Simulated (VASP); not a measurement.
The system is HPbNO4.

```
H Pb N O
1.0
     4.19923    0.11117    0.16817
     1.91600    3.89132    0.12568
     1.76085    1.25259    6.37266
H Pb N O
1 1 1 4
Direct
  0.89145 0.68202 0.62796
  0.14426 0.92872 0.88352
  0.25670 0.28861 0.30171
  0.83108 0.65056 0.78405
  0.38694 0.22380 0.11295
  0.31104 0.03576 0.45856
  0.07726 0.60633 0.32275
```

Base run:

| Item | Value |
| --- | --- |
| Program | VASP 6.6.1 |
| Functional | RPBE |
| Potentials or basis | VASP PAW PBE potentials, release 64 (H, Pb_d, N, O) |
| Cutoff | 520 eV |
| k mesh | 5 × 5 × 4 |
| Occupations | fermi-dirac, width 0.05 eV |
| Spin | no spin polarisation |

Its results: band gap on the k mesh 2.90 eV; pressure 3.3 GPa; largest force 0.666 eV/Å.

Problem. The run is repeated on the same cell with these changes: functional from RPBE to revPBE. What comes out?

Solution. Band gap on the k mesh 2.89 eV; pressure 2.6 GPa; largest force 0.596 eV/Å.

Caveats: the standard files for N, O and F lose accuracy on very short bonds; the PAW data sets were made with another functional, which shifts forces and pressure a little; spin-orbit coupling is left out, which moves the levels of the heavy elements; the cell stands under pressure (at least some runs).

A k mesh can miss the band edges.
